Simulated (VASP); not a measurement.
# Cs (Im-3m) in VASP: notebook

The runs below take Cs through single point, with PBE.

Everything below comes from runs of VASP 6.6.1. Logs are shortened: lines on timing, memory, paths and dates and some standing lists are left out, and cuts for length are marked.

## 1. The cell of the first run

It takes space group Im-3m (No. 229, cubic). The conventional cell has a = 6.159 Å, b = 6.159 Å, c = 6.159 Å, α = 90.00°, β = 90.00°, γ = 90.00°.

## 2. Single point, PBE

Input file INCAR:

```
SYSTEM = Cs
PREC = Accurate
ENCUT = 520
EDIFF = 1E-6
ISMEAR = 0
SIGMA = 0.1
LREAL = .FALSE.
LASPH = .TRUE.
NELM = 80
ALGO = Normal
ISIF = 2
LWAVE = .FALSE.
LCHARG = .FALSE.
GGA = PE
NBANDS = 10
```

Input file KPOINTS:

```
regular mesh
0
G
  10 10 10
  0 0 0
```

Input file POSCAR:

```
Cs
1.0
   -3.0794321676      3.0794321676      3.0794321676
    3.0794321676     -3.0794321676      3.0794321676
    3.0794321676      3.0794321676     -3.0794321676
Cs
1
Direct
    0.0000000000      0.0000000000      0.0000000000
```

Potentials or basis: VASP PAW PBE potentials, release 64 (Cs_sv).

Run with:

```console
> cat potpaw_PBE.64/Cs_sv/POTCAR > POTCAR
> mpirun -np 1 vasp_std > vasp.out
```

OUTCAR:

```text
SYSTEM = Cs
   PREC = Accurate
   ENCUT = 520
   EDIFF = 1E-6
   ISMEAR = 0
   LREAL = .FALSE.
   LASPH = .TRUE.
   NELM = 80
   ISIF = 2
   GGA = PE

 ion  position               nearest neighbor table
   1  0.000  0.000  0.000-

  LATTYP: Found a body centered cubic cell.
 ALAT       =     6.1588643352

  Lattice vectors:

 A1 = (  -3.0794321676,   3.0794321676,   3.0794321676)
 A2 = (   3.0794321676,  -3.0794321676,   3.0794321676)
 A3 = (   3.0794321676,   3.0794321676,  -3.0794321676)

Analysis of symmetry for initial positions (statically):
=====================================================================
 Subroutine PRICEL returns:
 Original cell was already a primitive cell.

 Routine SETGRP: Setting up the symmetry group for a
 body centered cubic supercell.

 Subroutine GETGRP returns: Found 48 space group operations
 (whereof 48 operations were pure point group operations)
 out of a pool of 48 trial point group operations.

The static configuration has the point symmetry O_h .

Analysis of symmetry for dynamics (positions and initial velocities):
=====================================================================
 Subroutine PRICEL returns:
 Original cell was already a primitive cell.

 Routine SETGRP: Setting up the symmetry group for a
 body centered cubic supercell.

 Subroutine GETGRP returns: Found 48 space group operations
 (whereof 48 operations were pure point group operations)
 out of a pool of 48 trial point group operations.

The dynamic configuration has the point symmetry O_h .

 Subroutine INISYM returns: Found 48 space group operations
 (whereof 48 operations are pure point group operations),
 and found     1 'primitive' translations

----------------------------------------------------------------------------------------

                                     Primitive cell

  volume of cell :     116.8078

  direct lattice vectors                    reciprocal lattice vectors
    -3.079432168  3.079432168  3.079432168     0.000000000  0.162367597  0.162367597
     3.079432168 -3.079432168  3.079432168     0.162367597  0.000000000  0.162367597
     3.079432168  3.079432168 -3.079432168     0.162367597  0.162367597  0.000000000

  length of vectors
     5.333732973  5.333732973  5.333732973     0.229622457  0.229622457  0.229622457

  position of ions in fractional coordinates (direct lattice)
     0.000000000  0.000000000  0.000000000

  ion indices of the primitive-cell ions
   primitive index   ion index
                 1           1

----------------------------------------------------------------------------------------

 KPOINTS: regular mesh

Automatic generation of k-mesh.
 Grid dimensions read from file:
 generate k-points for:   10   10   10

 Generating k-lattice:

  Cartesian coordinates                     Fractional coordinates (reciprocal lattice)
     0.000000000  0.016236760  0.016236760     0.100000000  0.000000000  0.000000000
     0.016236760  0.000000000  0.016236760     0.000000000  0.100000000  0.000000000
     0.016236760  0.016236760  0.000000000     0.000000000  0.000000000  0.100000000

  Length of vectors
     0.022962246  0.022962246  0.022962246

  Shift w.r.t. Gamma in fractional coordinates (k-lattice)
     0.000000000  0.000000000  0.000000000

 Subroutine IBZKPT returns following result:
 ===========================================

 Found     47 irreducible k-points:

 Following reciprocal coordinates:
            Coordinates               Weight
  0.000000  0.000000  0.000000      1.000000
  0.100000  0.000000  0.000000     12.000000
  0.200000  0.000000  0.000000     12.000000
  0.300000  0.000000  0.000000     12.000000
  0.400000  0.000000  0.000000     12.000000
  0.500000  0.000000  0.000000      6.000000
[... 16 lines left out ...]
  0.300000  0.300000  0.100000      8.000000
 -0.300000  0.300000  0.100000     24.000000
 [... further k-points ...]
   k-points           NKPTS =     47   k-points in BZ     NKDIM =     47   number of bands    NBANDS=     10
   number of dos      NEDOS =    301   number of ions     NIONS =      1
   total plane-waves  NPLWV =  64000
   dimension x,y,z NGX =    40 NGY =   40 NGZ =   40
   dimension x,y,z NGXF=    80 NGYF=   80 NGZF=   80
   ions per type =               1
   NGX,Y,Z   is equivalent  to a cutoff of  12.47, 12.47, 12.47 a.u.
   NGXF,Y,Z  is equivalent  to a cutoff of  24.94, 24.94, 24.94 a.u.
 SYSTEM =  Cs
   PREC   = accura    normal or accurate (medium, high low for compatibility)
   ISTART =      0    job   : 0-new  1-cont  2-samecut
   ICHARG =      2    charge: 1-file 2-atom 10-const
   ISPIN  =      1    spin polarized calculation?
   LNONCOLLINEAR =      F non collinear calculations
   LSORBIT =      F    spin-orbit coupling
   LASPH  =      T    aspherical Exc in radial PAW
   ENCUT  =  520.0 eV  38.22 Ry    6.18 a.u.   9.92  9.92  9.92*2*pi/ulx,y,z
   NELM   =     80;   NELMIN=  2; NELMDL= -5     # of ELM steps
   EDIFF  = 0.1E-05   stopping-criterion for ELM
   LREAL  =      F    real-space projection
   EDIFFG = 0.1E-04   stopping-criterion for IOM
   NSW    =      0    number of steps for IOM
   IBRION =     -1    ionic relax: 0-MD 1-quasi-New 2-CG
   NFREE  =      0    steps in history (QN), initial steepest desc. (CG)
   ISIF   =      2    stress and relaxation
   ISYM   =      2    0-nonsym 1-usesym 2-fastsym
   POTIM  = 0.5000    time-step for ionic-motion
   TEBEG  =    0.0;   TEEND  =   0.0 temperature during run
   PSTRESS=    0.0 pullay stress
   NELECT =       9.0000    total number of electrons
   NUPDOWN=      -1.0000    fix difference up-down
   EMIN   =  10.00;   EMAX   =-10.00  energy-range for DOS
   EFERMI =   0.00;   METHOD = LEGACY
   ISMEAR =     0;   SIGMA  =   0.10  broadening in eV -4-tet -1-fermi 0-gaus
   EFERMI_NEDOS =   21; number of points for ismear=-14 and -15
   IALGO  =     38    algorithm
   IMIX   =      4    mixing-type and parameters
     AMIX     =   0.40;   BMIX     =  1.00
     AMIX_MAG =   1.60;   BMIX_MAG =  1.00
  volume/ion in A,a.u.               =     116.81       788.26
  Fermi-wavevector in a.u.,A,eV,Ry     =   0.696624  1.316428  6.602701  0.485285
  Thomas-Fermi vector in A             =   1.779726
   LORBIT       =      0    0 simple, 1 ext, 2 COOP (PROOUT), +10 PAW based schemes
   GGA     = PE    functional components
   LHFCALC =     F    Hartree Fock is set to
   AEXX    =    0.0000 exact exchange contribution
   IVDW    =     0    specifies the selected vdW correction
   LEPSILON=     F    determine dielectric tensor
   LRPA    =     F    only Hartree local field effects (RPA)
 non-spin polarized calculation
 Gauss-broadening in eV      SIGMA  =   0.10
  energy-cutoff  :      520.00
  volume of cell :      116.81
 maximum number of plane-waves:      3252
   NGX = 19   NGY = 19   NGZ = 19

 number of electron       9.0000002 magnetization

 Free energy of the ion-electron system (eV)
  ---------------------------------------------------
  ext. energy  EPLUGINS =         0.00000000
  ---------------------------------------------------
  free energy    TOTEN  =        -0.85137899 eV

  energy without entropy =       -0.84214349  energy(sigma->0) =       -0.84676124

 E-fermi :   0.4209     XC(G=0):  -5.3682

 val. band max:        0.3840856347   @ k =  -0.3000   0.3000   0.3000
 cond. band min:       0.4365505251   @ k =   0.3000   0.2000   0.0000
 fundamental gap:      0.0524648903
 Fermi energy:         0.4209361001

 k-point     1 :       0.0000    0.0000    0.0000
  band No.  band energies     occupation
      1     -23.4516      2.00000
      2     -10.1970      2.00000
      3     -10.1970      2.00000
      4     -10.1970      2.00000
      5      -1.2472      2.00000
      6       2.8982      0.00000
      7       2.8982      0.00000
      8       2.8982      0.00000
      9       3.7450      0.00000
     10       3.7450      0.00000

 k-point     2 :       0.1000    0.0000    0.0000
  band No.  band energies     occupation
      1     -23.4510      2.00000
      2     -10.2098      2.00000
      3     -10.2012      2.00000
      4     -10.1970      2.00000
      5      -1.1385      2.00000
      6       2.7809      0.00000
      7       2.7906      0.00000
      8       3.0069      0.00000
      9       3.5789      0.00000
     10       3.7256      0.00000

 k-point     3 :       0.2000    0.0000    0.0000
  band No.  band energies     occupation
      1     -23.4495      2.00000
      2     -10.2430      2.00000
      3     -10.2121      2.00000
      4     -10.1970      2.00000
      5      -0.8273      2.00000
      6       2.3899      0.00000
      7       2.5291      0.00000
      8       3.3281      0.00000
      9       3.5411      0.00000
     10       3.7178      0.00000

 k-point     4 :       0.3000    0.0000    0.0000
  band No.  band energies     occupation
      1     -23.4476      2.00000
      2     -10.2831      2.00000
      3     -10.2255      2.00000
      4     -10.1971      2.00000
      5      -0.3619      2.00000
      6       1.9069      0.00000
      7       2.2839      0.00000
      8       3.6518      0.00000
      9       3.7978      0.00000
     10       3.8467      0.00000
[... 222 lines left out ...]
 k-point    22 :      -0.2000    0.2000    0.1000
  band No.  band energies     occupation
      1     -23.4489      2.00000
      2     -10.2430      2.00000
      3     -10.2165      2.00000
      4     -10.2073      2.00000
      5      -0.7253      2.00000
      6       2.4160      0.00000
      7       2.5814      0.00000
      8       3.0362      0.00000
      9       3.3003      0.00000
     10       4.0554      0.00000

 k-point    23 :       0.3000    0.3000    0.1000
  band No.  band energies     occupation
      1     -23.4450      2.00000
      2     -10.2787      2.00000
      3     -10.2787      2.00000
      4     -10.2241      2.00000
      5       1.3013      0.00000
      6       1.3350      0.00000
      7       1.3350      0.00000
      8       3.2337      0.00000
      9       4.1410      0.00000
     10       4.1410      0.00000

 k-point    24 :      -0.3000    0.3000    0.1000
  band No.  band energies     occupation
      1     -23.4471      2.00000
      2     -10.2813      2.00000
      3     -10.2300      2.00000
      4     -10.2069      2.00000
      5      -0.2660      2.00000
      6       1.9120      0.00000
      7       2.3596      0.00000
      8       3.1464      0.00000
      9       3.8104      0.00000
     10       4.0889      0.00000

 [... further k-points ...]
[... 5 lines left out ...]
  --------------------------------------------------------------------------------------
  -------------------------------------------------------------------------------------
  Total       -0.0013375     -0.0013375     -0.0013375      0.0000000      0.0000000      0.0000000
  in kB       -0.0183457     -0.0183457     -0.0183457      0.0000000      0.0000000      0.0000000
  external PRESSURE =      -0.0183457 kB  Pullay stress =       0.0000000 kB

 VOLUME and BASIS-vectors are now :
 -----------------------------------------------------------------------------
  energy-cutoff  :      520.00
  volume of cell :      116.81
      direct lattice vectors                 reciprocal lattice vectors
    -3.079432168  3.079432168  3.079432168     0.000000000  0.162367597  0.162367597
     3.079432168 -3.079432168  3.079432168     0.162367597  0.000000000  0.162367597
     3.079432168  3.079432168 -3.079432168     0.162367597  0.162367597  0.000000000

 POSITION                                       TOTAL-FORCE (eV/Angst)
 -----------------------------------------------------------------------------------
      0.00000      0.00000      0.00000        -0.000000      0.000000     -0.000000
 -----------------------------------------------------------------------------------
    total drift:                               -0.000000     -0.000000     -0.000000

  FREE ENERGIE OF THE ION-ELECTRON SYSTEM (eV)
  ---------------------------------------------------
  free  energy   TOTEN  =        -0.8513789907 eV

  energy  without entropy=       -0.8421434914  energy(sigma->0) =       -0.84676124
```

It took 31 s on 1 thread of Intel Xeon Platinum 8488C (Sapphire Rapids), shared host; peak memory 0.25 GiB.

What came out:

| Property | Result |
| --- | --- |
| Free energy | -0.8514 eV |
| Pressure | 0.0 GPa |

Caveat: spin-orbit coupling is left out, which moves the levels of the heavy elements.

## 3. Single point, PBE (volume scaled by 1.03)

INCAR is that of step 2.

Input file KPOINTS:

```
Automatic mesh
0
G
  10 10 10
  0 0 0
```

Input file POSCAR:

```
Cs
1.0
   -3.1099235780      3.1099235780      3.1099235780
    3.1099235780     -3.1099235780      3.1099235780
    3.1099235780      3.1099235780     -3.1099235780
Cs
1
Direct
    0.0000000000      0.0000000000      0.0000000000
```

Potentials or basis: VASP PAW PBE potentials, release 64 (Cs_sv).

Run with:

```console
> cat potpaw_PBE.64/Cs_sv/POTCAR > POTCAR
> mpirun -np 1 vasp_std > vasp.out
```

It took 33 s on 1 thread of Intel Xeon Platinum 8488C (Sapphire Rapids), shared host; peak memory 0.25 GiB.

Results (log left out):

| Item | Value |
| --- | --- |
| Free energy | -0.8509 eV |
| Pressure | -0.1 GPa |

Levels at points of the mesh, in eV from the Fermi level:
| k point | band 2 | band 3 | band 4 | band 5 | band 6 | band 7 |
| --- | --- | --- | --- | --- | --- | --- |
| (0.00, 0.00, 0.00) | -10.64 | -10.64 | -10.64 | -1.64 | 2.46 | 2.46 |
| (0.50, 0.00, 0.00) | -10.76 | -10.68 | -10.64 | 0.05 | 0.82 | 1.64 |
| (0.50, 0.50, 0.50) | -10.72 | -10.72 | -10.72 | 0.68 | 0.68 | 2.89 |

Caveat: spin-orbit coupling is left out, which moves the levels of the heavy elements.

## 4. Single point, PBE (volume scaled by 1.06)

Input file INCAR:

```
SYSTEM = Cs
PREC     = Accurate       ! precision mode
ENCUT    = 520            ! plane-wave cutoff, eV
EDIFF    = 1E-6           ! SCF threshold, eV
ISMEAR   = 0              ! smearing method
SIGMA    = 0.1            ! smearing width, eV
LREAL    = .False.        ! projectors in reciprocal space
LASPH    = .True.         ! aspherical terms in the spheres
NELM     = 80             ! most SCF steps
ALGO     = Normal         ! electronic algorithm
ISIF     = 2              ! what is computed and relaxed
LWAVE    = .False.        ! write WAVECAR
LCHARG   = .False.        ! write CHGCAR
GGA      = PE             ! functional
NBANDS   = 10             ! bands
```

Input file KPOINTS:

```
regular mesh
0
Gamma
  10 10 10
  0 0 0
```

Input file POSCAR:

```
Cs
1.0
   -3.1398285238      3.1398285238      3.1398285238
    3.1398285238     -3.1398285238      3.1398285238
    3.1398285238      3.1398285238     -3.1398285238
Cs
1
Direct
    0.0000000000      0.0000000000      0.0000000000
```

Run with:

```console
> cat potpaw_PBE.64/Cs_sv/POTCAR > POTCAR
> mpirun -np 1 vasp_std > vasp.out
```

Wall time 33 s (1 thread of Intel Xeon Platinum 8488C (Sapphire Rapids), shared host); peak memory 0.25 GiB.

The run converged. Its results:

```
Free energy : -0.8492 eV
Pressure    : -0.1 GPa
```

Levels at points of the mesh, in eV from the Fermi level:
| k point | band 2 | band 3 | band 4 | band 5 | band 6 | band 7 |
| --- | --- | --- | --- | --- | --- | --- |
| (0.00, 0.00, 0.00) | -10.66 | -10.66 | -10.66 | -1.61 | 2.44 | 2.44 |
| (0.50, 0.00, 0.00) | -10.77 | -10.70 | -10.66 | 0.06 | 0.80 | 1.64 |
| (0.50, 0.50, 0.50) | -10.74 | -10.74 | -10.74 | 0.70 | 0.70 | 2.83 |

Caveat: spin-orbit coupling is left out, which moves the levels of the heavy elements.

## 5. Summary

```tsv
cell	gap on the mesh (eV)	pressure (GPa)
a = 5.334 Å, angles 109.5°, 1 atom	none	0.0
a = 5.387 Å, angles 109.5°, 1 atom	none	-0.1
a = 5.438 Å, angles 109.5°, 1 atom	none	-0.1
```

Alike in all rows: task single point; level PBE; potentials or basis VASP PAW PBE potentials, release 64 (Cs_sv); no spin polarisation; k mesh 10 × 10 × 10; cutoff (eV) 520; smearing gaussian 0.1 eV.

Caveats: spin-orbit coupling is left out, which moves the levels of the heavy elements.

Total energies depend on the potentials used, so only differences within one code and one set of settings carry meaning.
